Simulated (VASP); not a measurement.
HfO2:

```
Hf O
1.0
     0.00000    2.55750    2.55750
     2.55750    0.00000    2.55750
     2.55750    2.55750    0.00000
Hf O
1 2
Direct
  0.00000 0.00000 0.00000
  0.25000 0.25000 0.25000
  0.75000 0.75000 0.75000
```

- Program: VASP 6.6.1
- Task: relaxation of cell and atoms
- Functional: r2SCAN
- Potentials or basis: VASP PAW PBE potentials, release 64 (Hf_pv, O)
- Cutoff: 600 eV
- k mesh: 6 × 6 × 6
- Occupations: gaussian, width 0.1 eV
- Spin: no spin polarisation

At the start: pressure -12.3 GPa; volume 11.15 Å³/atom.

Question: Where does the relaxation end?

Answer: Over 3 steps the energy falls by 21.4 meV/atom and the volume is 10.63 Å³/atom (-4.7 %); space group Fm-3m (No. 225, to 0.05 Å).

Step by step:
| step | energy change (eV) | largest force (eV/Å) | pressure (GPa) | volume (Å³) |
| --- | --- | --- | --- | --- |
| 1 | 0.0000 | 0.0000 | -12.35 | 33.46 |
| 2 | 0.1128 | 0.0000 | 25.63 | 29.46 |
| 3 | -0.0642 | 0.0000 | -0.33 | 31.88 |

Final structure:
```cif
data_structure
_symmetry_space_group_name_H-M 'P 1'
_symmetry_Int_Tables_number 1
_cell_length_a 3.5591
_cell_length_b 3.5591
_cell_length_c 3.5591
_cell_angle_alpha 60.000
_cell_angle_beta 60.000
_cell_angle_gamma 60.000
_cell_volume 31.88
loop_
_atom_site_label
_atom_site_type_symbol
_atom_site_fract_x
_atom_site_fract_y
_atom_site_fract_z
_atom_site_occupancy
Hf1 Hf 0.00000 0.00000 0.00000 1
O1 O 0.25000 0.25000 0.25000 1
O2 O 0.75000 0.75000 0.75000 1
```

Caveat: the PAW data sets were made with another functional, which shifts forces and pressure a little.
